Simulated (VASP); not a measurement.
A run of VASP 6.6.1 is set up as follows.

The input INCAR:

```
SYSTEM = CoSi2
  ALGO = Normal
  EDIFF = 1E-6
  ENCUT = 520
  GGA = PE
  ISIF = 2
  ISMEAR = 0
  LASPH = .TRUE.
  LCHARG = .FALSE.
  LREAL = .FALSE.
  LWAVE = .FALSE.
  NBANDS = 16
  NELM = 100
  PREC = Accurate
  SIGMA = 0.15
```

File KPOINTS:

```
k-points
0
G
  18 18 18
  0 0 0
```

File POSCAR:

```
CoSi2
1.0
    0.0000000000      2.9113430611      2.2708475877
    2.9113430611      0.0000000000      2.2708475877
    2.9113430611      2.9113430611      0.0000000000
Co Si
1 2
Direct
    0.0000000000      0.0000000000      0.0000000000
    0.2500000000      0.2500000000      0.2500000000
    0.7500000000      0.7500000000      0.7500000000
```

Potentials or basis: VASP PAW PBE potentials, release 64 (Co, Si).

Command:

```console
$ cat potpaw_PBE.64/Co/POTCAR potpaw_PBE.64/Si/POTCAR > POTCAR
$ mpirun -np 1 vasp_std > vasp.out
```

Problem. Predict the pressure.

Solution. 6.3 GPa.

Problem. Predict the band gap on the k mesh.

Solution. Zero (an odd number of electrons rules out a gap without spin polarisation).

Stress tensor (GPa, compression positive):
```
-9.17  0.00  0.00
 0.00 -9.17  0.00
 0.00  0.00 37.10
```

Caveat: the cell stands under pressure; the run has no spin polarisation, though such a crystal can be magnetic. Spin polarisation is off, so any magnetic state and its effect on volume and gap are missing.
